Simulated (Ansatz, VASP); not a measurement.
# One calculation of Yb, two programs

```
Yb
1.0
    -2.15148    2.15148    2.15148
     2.15148   -2.15148    2.15148
     2.15148    2.15148   -2.15148
Yb
1
Direct
  0.00000 0.00000 0.00000
```

Alike in both runs: functional PBEsol; k mesh 9 × 9 × 9; occupations fermi-dirac, width 0.05 eV; collinear spin; Hubbard terms Yb f U = 8.0 eV.

|  | VASP | Ansatz |
| --- | --- | --- |
| version | VASP 6.6.1 | Ansatz 0.2.0 |
| potentials or method | VASP PAW PBE potentials, release 64 (Yb), cutoff 520 eV | all-electron LAPW, scalar-relativistic |
| task | single point | density of states |

```csv
,VASP,Ansatz,Ansatz less VASP
gap on the k mesh at the Fermi level (eV),none,none,-
pressure (GPa),-1.1,-1.0,+0.13
net moment per atom (μB),0.00,0.00,0.000
```

VASP's potentials were made for PBE, not for PBEsol. The programs project onto different local orbitals, so the same U acts differently, and such runs can settle in different states. A gap of «none» marks a metal or a gap that the smearing closes. Ansatz ran all-electron here, and VASP with PAW potentials.

Neither program's run includes spin-orbit coupling. Noted on Ansatz's run: the magnetic state may not be the lowest; the open f shell may have settled in a state that isn't the lowest; U is the effective U less J, on atomic orbitals that reach past the spheres.
